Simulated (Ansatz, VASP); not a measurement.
## SiC: VASP beside Ansatz

```xyz
4
Lattice="3.0554 0.0000 0.0000 -1.5277 2.6460 0.0000 0.0000 0.0000 5.0141" Properties=species:S:1:pos:R:3 pbc="T T T"
Si    1.5277    0.8820    2.5071
Si    0.0000    1.7640    0.0000
C     1.5277    0.8820    4.4375
C     0.0000    1.7640    1.9304
```

Alike in both runs: task single point; functional PBEsol; dispersion D4; k mesh 10 × 10 × 5; occupations fermi-dirac, width 0.05 eV; no spin polarisation.

|  | VASP | Ansatz |
| --- | --- | --- |
| version | VASP 6.6.1 | Ansatz 0.2.0 |
| potentials or method | VASP PAW PBE potentials, release 64 (Si, C) | Ansatz PAW |
| plane-wave cutoff (eV) | 520 | 420 |
| valence electrons in the cell | 16 | 16 |

VASP gave:

| Quantity | Value |
| --- | --- |
| gap on the k mesh at the Fermi level (eV) | 2.29 |
| least direct gap on the mesh (eV) | 4.00 |
| pressure (GPa) | 2.8 |
| traceless stress, the component that is largest in VASP (GPa) | -3.81 |
| rms of the force components (eV/Å) | 0.449 |

Estimate Ansatz's values.

gap on the k mesh at the Fermi level (eV): 2.30; least direct gap on the mesh (eV): 4.01; pressure (GPa): 2.4; traceless stress, the component that is largest in VASP (GPa): -3.76; rms of the force components (eV/Å): 0.446.

VASP's potentials were made for PBE, not for PBEsol. Atom by atom the forces differ by 0.002 eV/Å (rms over components).

Noted on Ansatz's run: odd divisions of the mesh miss points on the zone boundary, where band edges often lie, so the gap on the mesh can be too wide.
